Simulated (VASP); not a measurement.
Wanted: the native input for a VASP 6.6.1 run.

* Task: single point
* Functional: PBE
* Potentials or basis: VASP PAW PBE potentials, release 64 (Mg, Cd, Se)
* Cutoff: 520 eV
* k mesh: 6 × 6 × 4
* Occupations: gaussian, width 0.02 eV
* Spin: no spin polarisation
* Dipole correction: no
* Further INCAR settings: ALGO = Normal; EDIFF = 1e-06; NBANDS = 31

The structure of MgCd2Se3 lies in POSCAR:

```
MgCd2Se3
1.0
    4.3383526172      0.0000000000      0.0000000000
   -2.1691763086      3.7571235771      0.0000000000
    0.0000000000      0.0000000000     10.5960218180
Mg Cd Se
1 2 3
Direct
    0.3333333333      0.6666666667      0.6689923050
    0.0000000000      0.0000000000      0.9955225515
    0.6666666667      0.3333333333      0.3360621424
    0.0000000000      0.0000000000      0.7422443809
    0.3333333333      0.6666666667      0.4237980683
    0.6666666667      0.3333333333      0.0833805519
```

The input as run:

INCAR

```
ALGO = Normal
EDIFF = 1E-6
ENCUT = 520
GGA = PE
ISIF = 2
ISMEAR = 0
LASPH = T
LCHARG = F
LREAL = F
LWAVE = F
NBANDS = 31
NELM = 60
PREC = Accurate
SIGMA = 0.02
```

KPOINTS

```
k-points
0
Gamma
  6 6 4
```

Potentials or basis: VASP PAW PBE potentials, release 64 (Mg, Cd, Se).

Run with:

```bash
$ cat potpaw_PBE.64/Mg/POTCAR potpaw_PBE.64/Cd/POTCAR potpaw_PBE.64/Se/POTCAR > POTCAR
$ mpirun -np 1 vasp_std > vasp.out
```

Results of the run:

- Pressure: 0.2 GPa
- Largest force: 0.033 eV/Å
- Band gap on the k mesh: 0.96 eV

It took 66 s on 1 thread of Intel(R) Xeon(R) 6975P-C (Granite Rapids) (shared host), peak memory 0.34 GiB.
